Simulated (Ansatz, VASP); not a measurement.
## Te in VASP and in Ansatz

The input INCAR:

```
  PREC = Accurate
  ENCUT = 520
  EDIFF = 1E-8
  ISMEAR = -1
  SIGMA = 0.05
  LREAL = False
  LASPH = True
  NELM = 60
  ALGO = Normal
  ISIF = 2
  LWAVE = False
  LCHARG = False
  GGA = PE
  LEFG = True
  NBANDS = 9
```

The input KPOINTS:

```
Automatic mesh
0
Gamma
  14 14 14
```

The input POSCAR:

```
Te
1.0
    0.0000000000      2.3681581833      2.3681581833
    2.3681581833      0.0000000000      2.3681581833
    2.3681581833      2.3681581833      0.0000000000
Te
1
Direct
    0.0000000000      0.0000000000      0.0000000000
```

Input for Ansatz:

```yaml
crystal:
  lattice:
    - [0.0, 2.3681581833, 2.3681581833]
    - [2.3681581833, 0.0, 2.3681581833]
    - [2.3681581833, 2.3681581833, 0.0]
  atoms:
    - { symbol: Te, position: [0.0, 0.0, 0.0] }
kpoints:
  mp_grid: { grid: [14, 14, 14] }
scf:
  occupations: { method: fermi_dirac, width: 0.05 }
hamiltonian:
  xc: pbe
  pseudopotentials: { kind: all_electron, datasets: crystal }
output:
  forces: true
  stress: true
  eigenvalues: true
  efg: { contact_densities: true }
```

Change from the starting cell: volume scaled by 0.9405, crystal datasets.

Alike in both runs: task electric field gradients; functional PBE; k mesh 14 × 14 × 14; occupations fermi-dirac, width 0.05 eV; no spin polarisation.

|  | VASP | Ansatz |
| --- | --- | --- |
| version | VASP 6.6.1 | Ansatz 0.2.0 |
| potentials or method | VASP PAW PBE potentials, release 64 (Te), cutoff 520 eV | all-electron PAW with datasets made for the crystal, scalar-relativistic |

```tsv
	VASP	Ansatz	Ansatz less VASP
pressure (GPa)	3.6	3.7	+0.12
```

Ansatz ran all-electron here, and VASP with PAW potentials.

Spin-orbit coupling is off throughout.
